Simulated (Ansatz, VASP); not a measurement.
Si: VASP beside Ansatz

INCAR

```
PREC = Accurate ; ENCUT = 520
EDIFF = 1E-8 ; ISMEAR = -1
SIGMA = 0.05 ; LREAL = False
LASPH = True ; NELM = 100
ALGO = Normal ; ISIF = 2
LWAVE = False ; LCHARG = False
GGA = PE ; LEFG = True
NBANDS = 11
```

Contents of KPOINTS:

```
regular mesh
0
Gamma
  13 13 13
```

POSCAR

```
Si
1.0
    0.0000000000      2.7349159646      2.7349159646
    2.7349159646      0.0000000000      2.7349159646
    2.7349159646      2.7349159646      0.0000000000
Si
2
Direct
    0.0000000000      0.0000000000      0.0310258162
    0.2500000000      0.2500000000      0.2500000000
```

Input for Ansatz:

```yaml
crystal:
  lattice:
    - [0.0, 2.7349159646, 2.7349159646]
    - [2.7349159646, 0.0, 2.7349159646]
    - [2.7349159646, 2.7349159646, 0.0]
  atoms:
    - { symbol: Si, position: [0.0, 0.0, 0.0310258162] }
    - { symbol: Si, position: [0.25, 0.25, 0.25] }
kpoints:
  mp_grid: { grid: [13, 13, 13] }
scf:
  occupations: { method: fermi_dirac, width: 0.05 }
hamiltonian:
  xc: pbe
  pseudopotentials: { kind: all_electron, datasets: crystal }
output:
  forces: true
  stress: true
  eigenvalues: true
  efg: { contact_densities: true }
```

Alike in both runs: task electric field gradients; functional PBE; k mesh 13 × 13 × 13; occupations fermi-dirac, width 0.05 eV; no spin polarisation.

|  | VASP | Ansatz |
| --- | --- | --- |
| version | VASP 6.6.1 | Ansatz 0.2.0 |
| potentials or method | VASP PAW PBE potentials, release 64 (Si), cutoff 520 eV | all-electron PAW with datasets made for the crystal, scalar-relativistic |

Ansatz gave:

| Item | Value |
| --- | --- |
| pressure (GPa) | 0.5 |
| traceless stress, the component that is largest in VASP (GPa) | 3.07 |
| rms of the force components (eV/Å) | 0.909 |
| size of Vzz on the site where it differs most (V/Å²) | 10.6 |

Problem. Estimate VASP's values.

Solution. Pressure (GPa): 0.4; traceless stress, the component that is largest in VASP (GPa): 3.05; rms of the force components (eV/Å): 0.907; size of Vzz on the site where it differs most (V/Å²): 11.9.

Atom by atom the forces differ by 0.002 eV/Å (rms over components). Ansatz ran all-electron here, and VASP with PAW potentials.
